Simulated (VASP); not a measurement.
Here is a VASP 6.6.1 calculation.

Contents of POSCAR:

```
Ir
1.0
    0.0000000000      1.9269646676      1.9269646676
    1.9269646676      0.0000000000      1.9269646676
    1.9269646676      1.9269646676      0.0000000000
Ir
1
Direct
    0.0000000000      0.0000000000      0.0000000000
```

The input INCAR.step1:

```
SYSTEM = Ir
  PREC = Accurate
  ENCUT = 600
  ISMEAR = 0
  SIGMA = 0.1
  LREAL = .FALSE.
  LASPH = .TRUE.
  NELM = 100
  GGA = PE
  ALGO = Normal
  EDIFF = 1E-4
  LWAVE = .TRUE.
  LCHARG = .FALSE.
```

INCAR.step2

```
SYSTEM = Ir
  PREC = Accurate
  ENCUT = 600
  EDIFF = 1E-7
  ISMEAR = 0
  SIGMA = 0.1
  LREAL = .FALSE.
  LASPH = .TRUE.
  NELM = 100
  ALGO = Normal
  ISIF = 3
  LWAVE = .FALSE.
  LCHARG = .FALSE.
  METAGGA = R2SCAN
  LMIXTAU = .TRUE.
  IBRION = 2
  NSW = 100
  EDIFFG = -0.005
  ISTART = 1
```

KPOINTS

```
regular mesh
0
G
  18 18 18
  0 0 0
```

Potentials or basis: VASP PAW PBE potentials, release 64 (Ir).

Launch:

```console
$ cat potpaw_PBE.64/Ir/POTCAR > POTCAR
$ cp INCAR.step1 INCAR
$ mpirun -np 1 vasp_std > vasp.out
$ cp INCAR.step2 INCAR
$ mpirun -np 1 vasp_std > vasp.out
```

Predict the space group after relaxing (to 0.1 Å).

Fm-3m (No. 225).

Estimate the band gap on the k mesh.

zero (an odd number of electrons rules out a gap without spin polarisation).

Predict the relaxed cell.

a = 2.724 Å, b = 2.724 Å, c = 2.724 Å, α = 60.00°, β = 60.00°, γ = 60.00°.

Final structure:
```xyz
1
Lattice="0.0000 1.9263 1.9263 1.9263 0.0000 1.9263 1.9263 1.9263 0.0000" Properties=species:S:1:pos:R:3 pbc="T T T"
Ir    0.0000    0.0000    0.0000
```

Caveat: spin-orbit coupling is left out, which moves the levels of the heavy elements.
